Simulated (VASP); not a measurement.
Write the native input for VASP 6.6.1 that does the following.

```yaml
Task: relaxation of cell and atoms
Functional: PBE
Potentials_or_basis: VASP PAW PBE potentials, release 64 (Cs_sv, Li_sv, Cr_pv, Te, S)
Cutoff: 600 eV
k_mesh: 6 × 6 × 1
Occupations: fermi-dirac, width 0.05 eV
Spin: collinear spin, ferromagnetic start
Starting_moments: "[0.0, 0.0, 3.0, 3.0, 0.0, 0.0, 0.0, 0.0, 0.0] μB"
Target_pressure: 5 GPa
Dipole_correction: no
Further_INCAR_settings: ALGO = Normal; EDIFF = 1e-07; IBRION = 2; EDIFFG = -0.01; NSW = 60; ISIF = 3
```

The structure of CsLiCr2Te2S3 lies in POSCAR:

```
CsLiCr2Te2S3
1.0
    3.6035800000      0.0000000000      0.0000000000
   -1.8017900000      3.1207900000      0.0000000000
    0.0000000000      0.0000000000     19.0665100000
Cs Li Cr Te S
1 1 2 2 3
Direct
    0.0000000000      0.0000000000      0.3739900000
    0.6666700000      0.3333300000      0.0160700000
    0.0000000000      0.0000000000      0.8663700000
    0.3333300000      0.6666700000      0.1683300000
    0.3333300000      0.6666700000      0.5389100000
    0.6666700000      0.3333300000      0.7727600000
    0.0000000000      0.0000000000      0.1003000000
    0.3333300000      0.6666700000      0.9292000000
    0.6666700000      0.3333300000      0.2340800000
```

These files were run (other wordings do the same):

INCAR

```
PREC     = Accurate       # precision mode
ENCUT    = 600            # plane-wave cutoff, eV
EDIFF    = 1E-7           # SCF threshold, eV
ISMEAR   = -1             # smearing method
SIGMA    = 0.05           # smearing width, eV
LREAL    = F              # projectors in reciprocal space
LASPH    = T              # aspherical terms in the spheres
NELM     = 150            # most SCF steps
ALGO     = Normal         # electronic algorithm
ISIF     = 3              # what is computed and relaxed
LWAVE    = F              # write WAVECAR
LCHARG   = F              # write CHGCAR
ISPIN    = 2              # spin polarisation
MAGMOM   = 0 0 3 3 0 0 0 0 0 # initial moments
LORBIT   = 11             # projections on sites
LMAXMIX  = 4              # l up to which the mixer works
GGA      = PE             # functional
IBRION   = 2              # ionic algorithm
NSW      = 60             # ionic steps
EDIFFG   = -0.01          # ionic threshold
PSTRESS  = 50.0         
KPAR     = 4
```

KPOINTS

```
regular mesh
0
Gamma
  6 6 1
```

Potentials or basis: VASP PAW PBE potentials, release 64 (Cs_sv, Li_sv, Cr_pv, Te, S).

Run with:

```bash
$ cat potpaw_PBE.64/Cs_sv/POTCAR potpaw_PBE.64/Li_sv/POTCAR potpaw_PBE.64/Cr_pv/POTCAR potpaw_PBE.64/Te/POTCAR potpaw_PBE.64/S/POTCAR > POTCAR
$ mpirun -np 4 vasp_std > vasp.out
```

It gave:

```yaml
Relaxed_volume: 20.73 Å³/atom
Relaxed_cell: a = 3.516 Å, b = 3.516 Å, c = 17.420 Å, α = 90.00°, β = 90.00°, γ = 120.00°
Space_group_after_relaxing_to_0.1_Å: P3m1 (No. 156)
Energy_change_on_relaxing_the_run_minimises_the_enthalpy: +34.6 meV/atom
Ionic_steps: 34
Pressure_after_relaxing: 5.0 GPa
Largest_force_after_relaxing: 0.005 eV/Å
Net_moment: 5.74 μB per cell
Site_moments: Cs +0.00; Li -0.00; Cr +2.71, +2.89; Te +0.07, -0.15; S -0.04, -0.07, -0.06 μB
Valence_electrons_inside_the_program's_atomic_spheres: Cs 6.63; Li 2.06; Cr 10.72, 10.65; Te 3.27, 3.40; S 3.78, 3.77 (each value once)
```

Caveat: the cutoff is under 1.25 times the usual one of these potentials, so pressure, stress and relaxed cells hold a basis-set (Pulay) error; the cell is relaxed towards a set pressure, so the run minimises the enthalpy, not the energy; the run started ferromagnetic, and an antiferromagnetic order may lie lower in energy.

Wall time 67 min on 4 MPI ranks on Intel(R) Xeon(R) Platinum 8559C (Emerald Rapids), on a shared host, peak memory 0.69 GiB a rank.
